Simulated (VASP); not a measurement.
Runs of VASP 6.6.1 on H22SO10. The cells are those of the table. 

| cell | gap on the mesh (eV) | pressure (GPa) | largest force (eV/Å) |
| --- | --- | --- | --- |
| a = 7.114 Å, 33 atoms | 3.93 | -1.9 | (c) |
| a = 5.556 Å, 33 atoms | (a) | (d) | 3.43 |
| a = 5.853 Å, 33 atoms | 4.15 | 16.7 | (b) |
| a = 5.680 Å, 33 atoms | 3.73 | 16.8 | 4.43 |

Alike in all rows: task single point; level LDA; potentials or basis VASP PAW LDA potentials, release 64 (O, H, S); no spin polarisation; k mesh 1 × 1 × 1; cutoff (eV) 520; smearing fermi-dirac 0.02 eV.

Fill in the values left out.

(a) 3.71; (b) 7.45; (c) 3.04; (d) 38.9.

Caveats: all runs use coarse meshes.

A k mesh can miss the band edges.
